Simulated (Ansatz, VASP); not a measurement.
# Two plane-wave programs on CaIrC4N4

File INCAR:

```
ALGO = Normal
EDIFF = 1E-6
ENCUT = 520
GGA = PE
ISIF = 2
ISMEAR = 0
ISPIN = 2
LASPH = True
LCHARG = False
LMAXMIX = 4
LORBIT = 11
LREAL = False
LWAVE = False
MAGMOM = 0 1 0 0 0 0 0 0 0 0
NBANDS = 42
NELM = 150
PREC = Accurate
SIGMA = 0.1
```

KPOINTS

```
k-points
0
Gamma
  4 4 4
```

The input POSCAR:

```
CaIrC4N4
1.0
    6.1008602900      0.0000000000      0.0000000000
    0.0000000000      6.1008602900      0.0000000000
    0.0000000000      0.0000000000      6.1008602900
Ca Ir C N
1 1 4 4
Direct
    0.0000000000      0.0000000000      0.0000000000
    0.5000000000      0.5000000000      0.5000000000
    0.1992997100      0.1992997100      0.1992997100
    0.1992997100      0.8007002900      0.8007002900
    0.8007002900      0.1992997100      0.8007002900
    0.8007002900      0.8007002900      0.1992997100
    0.3100217700      0.3100217700      0.3100217700
    0.3100217700      0.6899782300      0.6899782300
    0.6899782300      0.3100217700      0.6899782300
    0.6899782300      0.6899782300      0.3100217700
```

Input for Ansatz:

```yaml
crystal:
  lattice:
    - [6.10086029, 0.0, 0.0]
    - [0.0, 6.10086029, 0.0]
    - [0.0, 0.0, 6.10086029]
  atoms:
    - { symbol: Ca, position: [0.0, 0.0, 0.0] }
    - { symbol: Ir, position: [0.5, 0.5, 0.5], spin: 1.0 }
    - { symbol: C, position: [0.19929971, 0.19929971, 0.19929971] }
    - { symbol: C, position: [0.19929971, 0.80070029, 0.80070029] }
    - { symbol: C, position: [0.80070029, 0.19929971, 0.80070029] }
    - { symbol: C, position: [0.80070029, 0.80070029, 0.19929971] }
    - { symbol: "N", position: [0.31002177, 0.31002177, 0.31002177] }
    - { symbol: "N", position: [0.31002177, 0.68997823, 0.68997823] }
    - { symbol: "N", position: [0.68997823, 0.31002177, 0.68997823] }
    - { symbol: "N", position: [0.68997823, 0.68997823, 0.31002177] }
basis:
  ecutwfc: 420
kpoints:
  mp_grid: { grid: [4, 4, 4] }
hamiltonian:
  xc: pbe
scf:
  occupations: { method: gaussian, width: 0.1 }
  lower_state_search: "off"
output:
  forces: true
  stress: true
  eigenvalues: true
  populations: true
magnetization:
  spin_polarized: true
```

Alike in both runs: task single point; functional PBE; k mesh 4 × 4 × 4; occupations gaussian, width 0.1 eV; collinear spin.

|  | VASP | Ansatz |
| --- | --- | --- |
| version | VASP 6.6.1 | Ansatz 0.2.0 |
| potentials or method | VASP PAW PBE potentials, release 64 (Ca_sv, Ir, C, N), cutoff 520 eV | scalar-relativistic, plane waves, PAW |
| valence electrons in the cell | 55 | 63 |

|  | VASP | Ansatz | Ansatz less VASP |
| --- | --- | --- | --- |
| gap on the k mesh at the Fermi level (eV) | 1.03 | 1.03 | +0.005 |
| least direct gap on the mesh (eV) | 1.03 | 1.03 | +0.005 |
| pressure (GPa) | 9.6 | 9.2 | -0.48 |
| rms of the force components (eV/Å) | 1.192 | 1.273 | +0.0813 |
| net moment per atom (μB) | 0.30 | 0.30 | 0.000 |
| size of the moment on the site where the two differ most (μB) | 1.91 | 1.25 | -0.664 |

Site moments also hang on the region over which each program counts them. Atom by atom the forces differ by 0.161 eV/Å (rms over components). VASP's potentials hold 55 valence electrons a cell and Ansatz's 63, so a difference there can come from the potentials and not from the codes.

Spin-orbit coupling is off throughout. Noted on VASP's run: the standard files for N, O and F lose accuracy on very short bonds.
